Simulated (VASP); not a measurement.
# Re (Fm-3m) in VASP: a series of runs

Runs on Re. Level: PBE. Tasks: single point.

Program: VASP 6.6.1. These are calculated values, not measurements. Logs are shortened: lines on timing, memory, paths and dates and some standing lists are left out, and cuts for length are marked.

### 1 The cell of the first run

The structure is cubic, space group Fm-3m (No. 225). Conventional cell: a = 3.950 Å, b = 3.950 Å, c = 3.950 Å, α = 90.00°, β = 90.00°, γ = 90.00°. Re (site symmetry m-3m) has 12 Re at 2.79 Å within 3.7 Å.

This isn't the form of Re at room conditions, which is hcp.

### 2 Single point, PBE, collinear spin, zero start

Input file INCAR:

```
SYSTEM = Re
ALGO     = Normal         ! electronic algorithm
EDIFF    = 1E-6           ! SCF threshold, eV
ENCUT    = 520            ! plane-wave cutoff, eV
GGA      = PE             ! functional
ISIF     = 2              ! what is computed and relaxed
ISMEAR   = -1             ! smearing method
ISPIN    = 2              ! spin polarisation
LASPH    = .TRUE.         ! aspherical terms in the spheres
LCHARG   = .FALSE.        ! write CHGCAR
LMAXMIX  = 4              ! l up to which the mixer works
LORBIT   = 11             ! projections on sites
LREAL    = .FALSE.        ! projectors in reciprocal space
LWAVE    = .FALSE.        ! write WAVECAR
MAGMOM   = 0              ! initial moments
NBANDS   = 14             ! bands
NELM     = 150            ! most SCF steps
NUPDOWN  = 0.0            ! fixed moment
PREC     = Accurate       ! precision mode
SIGMA    = 0.1            ! smearing width, eV
```

Input file KPOINTS:

```
k-points
0
G
  17 17 17
  0 0 0
```

Input file POSCAR:

```
Re
1.0
    0.0000000000      1.9750000000      1.9750000000
    1.9750000000      0.0000000000      1.9750000000
    1.9750000000      1.9750000000      0.0000000000
Re
1
Direct
    0.0000000000      0.0000000000      0.0000000000
```

Potentials or basis: VASP PAW PBE potentials, release 64 (Re).

The run is started by

```console
$ cat potpaw_PBE.64/Re/POTCAR > POTCAR
$ mpirun -np 1 vasp_std > vasp.out
```

OUTCAR:

```text
SYSTEM = Re
   EDIFF = 1E-6
   ENCUT = 520
   GGA = PE
   ISIF = 2
   ISMEAR = -1
   ISPIN = 2
   LASPH = .TRUE.
   LORBIT = 11
   LREAL = .FALSE.
   NELM = 150
   NUPDOWN = 0.0
   PREC = Accurate

 ion  position               nearest neighbor table
   1  0.000  0.000  0.000-

  LATTYP: Found a face centered cubic cell.
 ALAT       =     3.9500000000

  Lattice vectors:

 A1 = (   0.0000000000,   1.9750000000,   1.9750000000)
 A2 = (   1.9750000000,   0.0000000000,   1.9750000000)
 A3 = (   1.9750000000,   1.9750000000,   0.0000000000)

Analysis of symmetry for initial positions (statically):
=====================================================================
 Subroutine PRICEL returns:
 Original cell was already a primitive cell.

 Routine SETGRP: Setting up the symmetry group for a
 face centered cubic supercell.

 Subroutine GETGRP returns: Found 48 space group operations
 (whereof 48 operations were pure point group operations)
 out of a pool of 48 trial point group operations.

The static configuration has the point symmetry O_h .

Analysis of symmetry for dynamics (positions and initial velocities):
=====================================================================
 Subroutine PRICEL returns:
 Original cell was already a primitive cell.

 Routine SETGRP: Setting up the symmetry group for a
 face centered cubic supercell.

 Subroutine GETGRP returns: Found 48 space group operations
 (whereof 48 operations were pure point group operations)
 out of a pool of 48 trial point group operations.

The dynamic configuration has the point symmetry O_h .

Analysis of structural, dynamic, and magnetic symmetry:
=====================================================================
 Subroutine PRICEL returns:
 Original cell was already a primitive cell.

 Routine SETGRP: Setting up the symmetry group for a
 face centered cubic supercell.

 Subroutine GETGRP returns: Found 48 space group operations
 (whereof 48 operations were pure point group operations)
 out of a pool of 48 trial point group operations.

The overall configuration has the point symmetry O_h .

 Subroutine INISYM returns: Found 48 space group operations
 (whereof 48 operations are pure point group operations),
 and found     1 'primitive' translations

----------------------------------------------------------------------------------------

                                     Primitive cell

  volume of cell :      15.4075

  direct lattice vectors                    reciprocal lattice vectors
     0.000000000  1.975000000  1.975000000    -0.253164557  0.253164557  0.253164557
     1.975000000  0.000000000  1.975000000     0.253164557 -0.253164557  0.253164557
     1.975000000  1.975000000  0.000000000     0.253164557  0.253164557 -0.253164557

  length of vectors
     2.793071786  2.793071786  2.793071786     0.438493875  0.438493875  0.438493875

  position of ions in fractional coordinates (direct lattice)
     0.000000000  0.000000000  0.000000000

  ion indices of the primitive-cell ions
   primitive index   ion index
                 1           1

----------------------------------------------------------------------------------------

 KPOINTS: k-points

Automatic generation of k-mesh.
 Grid dimensions read from file:
 generate k-points for:   17   17   17

 Generating k-lattice:

  Cartesian coordinates                     Fractional coordinates (reciprocal lattice)
    -0.014892033  0.014892033  0.014892033     0.058823529  0.000000000  0.000000000
     0.014892033 -0.014892033  0.014892033     0.000000000  0.058823529  0.000000000
     0.014892033  0.014892033 -0.014892033     0.000000000  0.000000000  0.058823529

  Length of vectors
     0.025793757  0.025793757  0.025793757

  Shift w.r.t. Gamma in fractional coordinates (k-lattice)
     0.000000000  0.000000000  0.000000000

 Subroutine IBZKPT returns following result:
 ===========================================

 Found    165 irreducible k-points:

 Following reciprocal coordinates:
            Coordinates               Weight
  0.000000  0.000000  0.000000      1.000000
  0.058824  0.000000  0.000000      8.000000
  0.117647  0.000000  0.000000      8.000000
  0.176471  0.000000  0.000000      8.000000
  0.235294  0.000000  0.000000      8.000000
  0.294118  0.000000  0.000000      8.000000
[... 16 lines left out ...]
 -0.176471  0.058824  0.000000     24.000000
 -0.117647  0.058824  0.000000     24.000000
 [... further k-points ...]
   k-points           NKPTS =    165   k-points in BZ     NKDIM =    165   number of bands    NBANDS=     14
   number of dos      NEDOS =    301   number of ions     NIONS =      1
   total plane-waves  NPLWV =  13824
   dimension x,y,z NGX =    24 NGY =   24 NGZ =   24
   dimension x,y,z NGXF=    48 NGYF=   48 NGZF=   48
   ions per type =               1
   NGX,Y,Z   is equivalent  to a cutoff of  14.28, 14.28, 14.28 a.u.
   NGXF,Y,Z  is equivalent  to a cutoff of  28.57, 28.57, 28.57 a.u.
 SYSTEM =  Re
   PREC   = accura    normal or accurate (medium, high low for compatibility)
   ISTART =      0    job   : 0-new  1-cont  2-samecut
   ICHARG =      2    charge: 1-file 2-atom 10-const
   ISPIN  =      2    spin polarized calculation?
   LNONCOLLINEAR =      F non collinear calculations
   LSORBIT =      F    spin-orbit coupling
   LASPH  =      T    aspherical Exc in radial PAW
   ENCUT  =  520.0 eV  38.22 Ry    6.18 a.u.   5.19  5.19  5.19*2*pi/ulx,y,z
   NELM   =    150;   NELMIN=  2; NELMDL= -5     # of ELM steps
   EDIFF  = 0.1E-05   stopping-criterion for ELM
   LREAL  =      F    real-space projection
   EDIFFG = 0.1E-04   stopping-criterion for IOM
   NSW    =      0    number of steps for IOM
   IBRION =     -1    ionic relax: 0-MD 1-quasi-New 2-CG
   NFREE  =      0    steps in history (QN), initial steepest desc. (CG)
   ISIF   =      2    stress and relaxation
   ISYM   =      2    0-nonsym 1-usesym 2-fastsym
   POTIM  = 0.5000    time-step for ionic-motion
   TEBEG  =    0.0;   TEEND  =   0.0 temperature during run
   PSTRESS=    0.0 pullay stress
   NELECT =       7.0000    total number of electrons
   NUPDOWN=       0.0000    fix difference up-down
   EMIN   =  10.00;   EMAX   =-10.00  energy-range for DOS
   EFERMI =   0.00;   METHOD = LEGACY
   ISMEAR =    -1;   SIGMA  =   0.10  broadening in eV -4-tet -1-fermi 0-gaus
   EFERMI_NEDOS =   21; number of points for ismear=-14 and -15
   IALGO  =     38    algorithm
   IMIX   =      4    mixing-type and parameters
     AMIX     =   0.40;   BMIX     =  1.00
     AMIX_MAG =   1.60;   BMIX_MAG =  1.00
  volume/ion in A,a.u.               =      15.41       103.97
  Fermi-wavevector in a.u.,A,eV,Ry     =   1.258531  2.378278 21.550255  1.583899
  Thomas-Fermi vector in A             =   2.392135
   LORBIT       =     11    0 simple, 1 ext, 2 COOP (PROOUT), +10 PAW based schemes
   GGA     = PE    functional components
   LHFCALC =     F    Hartree Fock is set to
   AEXX    =    0.0000 exact exchange contribution
   IVDW    =     0    specifies the selected vdW correction
   LEPSILON=     F    determine dielectric tensor
   LRPA    =     F    only Hartree local field effects (RPA)
 spin polarized calculation
  energy-cutoff  :      520.00
  volume of cell :       15.41
 maximum number of plane-waves:       428
 NGX is ok and might be reduce to    24
   NGX = 11   NGY = 11   NGZ = 11

 number of electron       7.0000000 magnetization       0.0000000

 number of electron       7.0000000 magnetization      -0.0000000

 Free energy of the ion-electron system (eV)
  ---------------------------------------------------
  ext. energy  EPLUGINS =         0.00000000
  ---------------------------------------------------
  free energy    TOTEN  =       -12.36351356 eV

  energy without entropy =      -12.33266568  energy(sigma->0) =      -12.34808962

 E-fermi :   7.6002     XC(G=0): -13.4777

 val. band max:        7.5900039416   @ k =  -0.1176   0.1765   0.0588
 cond. band min:       7.6165979407   @ k =  -0.2941   0.2941   0.1176
 fundamental gap:      0.0265939991
 Fermi energy:         7.6001491370

 spin component 1

 k-point     1 :       0.0000    0.0000    0.0000
  band No.  band energies     occupation
      1      -2.2195      1.00000
      2       5.7942      1.00000
      3       5.7942      1.00000
      4       5.7942      1.00000
      5       8.7671      0.00001
      6       8.7671      0.00001
      7      21.4537      0.00000
      8      26.8542      0.00000
      9      26.8542      0.00000
     10      26.8542      0.00000
     11      31.0191      0.00000
     12      42.4995      0.00000
     13      42.4996      0.00000
     14      42.6371      0.00000
[... 375 lines left out ...]
 k-point    24 :      -0.1176    0.0588    0.0000
  band No.  band energies     occupation
      1      -1.2942      1.00000
      2       5.2166      1.00000
      3       6.1825      1.00000
      4       6.1996      1.00000
      5       8.2327      0.00179
      6       8.8324      0.00000
      7      23.0960      0.00000
      8      24.1726      0.00000
      9      27.6264      0.00000
     10      28.9770      0.00000
     11      33.9826      0.00000
     12      36.9029      0.00000
     13      37.9061      0.00000
     14      39.9253      0.00000

 [... further k-points ...]

 spin component 2

 k-point     1 :       0.0000    0.0000    0.0000
  band No.  band energies     occupation
      1      -2.2195      1.00000
      2       5.7942      1.00000
      3       5.7942      1.00000
      4       5.7942      1.00000
      5       8.7671      0.00001
      6       8.7671      0.00001
      7      21.4537      0.00000
      8      26.8542      0.00000
      9      26.8542      0.00000
     10      26.8542      0.00000
     11      31.0191      0.00000
     12      42.4999      0.00000
     13      42.5004      0.00000
     14      42.6302      0.00000
[... 375 lines left out ...]
 k-point    24 :      -0.1176    0.0588    0.0000
  band No.  band energies     occupation
      1      -1.2942      1.00000
      2       5.2166      1.00000
      3       6.1825      1.00000
      4       6.1996      1.00000
      5       8.2327      0.00179
      6       8.8324      0.00000
      7      23.0960      0.00000
      8      24.1726      0.00000
      9      27.6264      0.00000
     10      28.9770      0.00000
     11      33.9826      0.00000
     12      36.9029      0.00000
     13      37.9061      0.00000
     14      39.9254      0.00000

 [... further k-points ...]

------------------------ aborting loop because EDIFF is reached ----------------------------------------

  FORCE on cell =-STRESS in cart. coord.  units (eV):
  Direction    XX          YY          ZZ          XY          YZ          ZX
  --------------------------------------------------------------------------------------
  -------------------------------------------------------------------------------------
  Total       -0.9323004     -0.9323004     -0.9323004      0.0000000      0.0000000     -0.0000000
  in kB      -96.9471709    -96.9471709    -96.9471709      0.0000000      0.0000000     -0.0000000
  external PRESSURE =     -96.9471709 kB  Pullay stress =       0.0000000 kB

 VOLUME and BASIS-vectors are now :
 -----------------------------------------------------------------------------
  energy-cutoff  :      520.00
  volume of cell :       15.41
      direct lattice vectors                 reciprocal lattice vectors
     0.000000000  1.975000000  1.975000000    -0.253164557  0.253164557  0.253164557
     1.975000000  0.000000000  1.975000000     0.253164557 -0.253164557  0.253164557
     1.975000000  1.975000000  0.000000000     0.253164557  0.253164557 -0.253164557

 POSITION                                       TOTAL-FORCE (eV/Angst)
 -----------------------------------------------------------------------------------
      0.00000      0.00000      0.00000         0.000000     -0.000000     -0.000000
 -----------------------------------------------------------------------------------
    total drift:                               -0.000000      0.000000     -0.000000

  FREE ENERGIE OF THE ION-ELECTRON SYSTEM (eV)
  ---------------------------------------------------
  free  energy   TOTEN  =       -12.3635135646 eV

  energy  without entropy=      -12.3326656850  energy(sigma->0) =      -12.34808962

 total charge

# of ion       s       p       d       tot
------------------------------------------
    1        0.602   0.636   4.749   5.988

 magnetization (x)

# of ion       s       p       d       tot
------------------------------------------
    1        0.000  -0.000  -0.000  -0.000
```

It took 90 s on 1 thread of AMD EPYC 9R14 (Zen 4), shared host; peak memory 0.16 GiB.

Results:

```
Free energy                                           : -12.3635 eV
Pressure                                              : -9.7 GPa
Net moment                                            : 0.00 μB per cell
Valence electrons inside the program's atomic spheres : Re 5.99
```

Caveat: the cell stands under tension; spin-orbit coupling is left out, which moves the levels of the heavy elements; the total moment is fixed, so each spin has its own Fermi level.

(Continued in part 2 of 2.)
